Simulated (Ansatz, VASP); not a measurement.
## One calculation of Cu, two programs

```
CELL_PARAMETERS angstrom
2.53076 0.00000 0.00000
-1.26538 2.19171 0.00000
0.00000 0.00000 8.26182
ATOMIC_POSITIONS crystal
Cu 0.00000 0.00000 0.00000
Cu 0.00000 0.00000 0.50000
Cu 0.33333 0.66667 0.25000
Cu 0.66667 0.33333 0.75000
```

Alike in both runs: task relaxation of cell and atoms; functional LDA; k mesh 11 × 11 × 3; no spin polarisation.

```csv
,VASP,Ansatz
version,VASP 6.6.1,Ansatz 0.2.0
potentials or method,"VASP PAW LDA potentials, release 64 (Cu_sv_GW)","plane waves, PAW"
plane-wave cutoff (eV),700,420
occupations,"methfessel-paxton of order 1, width 0.1 eV",methfessel-paxton of order 1
valence electrons in the cell,76,76
```

Ansatz gave:

| Quantity | Value |
| --- | --- |
| relaxed volume (Å³/atom) | 10.87 |
| relaxed cell length with the largest relative difference (Å) | 8.155 |

**Question.** What did VASP give for the same quantities?

**Answer.** Relaxed volume (Å³/atom): 10.66; relaxed cell length with the largest relative difference (Å): 8.101.

LDA's correlation is that of Perdew and Zunger in VASP and of Perdew and Wang (1992) in Ansatz.
